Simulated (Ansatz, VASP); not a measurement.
## Two plane-wave programs on MnAu

```
CELL_PARAMETERS angstrom
2.93253 0.00000 0.00000
0.00000 2.93253 0.00000
0.00000 0.00000 3.47752
ATOMIC_POSITIONS crystal
Mn 0.50000 0.50000 0.50000
Au 0.00000 0.00000 0.00000
```

Alike in both runs: task single point; functional LDA; k mesh 16 × 16 × 14; occupations gaussian, width 0.15 eV; collinear spin.

|  | VASP | Ansatz |
| --- | --- | --- |
| version | VASP 6.6.1 | Ansatz 0.2.0 |
| potentials or method | VASP PAW LDA potentials, release 64 (Mn_pv, Au), cutoff 520 eV | scalar-relativistic, plane waves, PAW |
| valence electrons in the cell | 24 | 34 |

VASP gave:

| Property | Result |
| --- | --- |
| gap on the k mesh at the Fermi level (eV) | none |
| pressure (GPa) | -0.7 |
| traceless stress, the component that is largest in VASP (GPa) | 0.60 |
| net moment per atom (μB) | 1.86 |
| size of the moment on the site where the two differ most (μB) | 3.47 |

**Question.** What did Ansatz give for the same quantities?

**Answer.** gap on the k mesh at the Fermi level (eV): none; pressure (GPa): -0.2; traceless stress, the component that is largest in VASP (GPa): 0.33; net moment per atom (μB): 1.89; size of the moment on the site where the two differ most (μB): 3.54.

LDA's correlation is that of Perdew and Zunger in VASP and of Perdew and Wang (1992) in Ansatz. Site moments also hang on the region over which each program counts them. A gap of «none» marks a metal or a gap that the smearing closes. VASP's potentials hold 24 valence electrons a cell and Ansatz's 34, so a difference there can come from the potentials and not from the codes.

Spin-orbit coupling is off throughout.
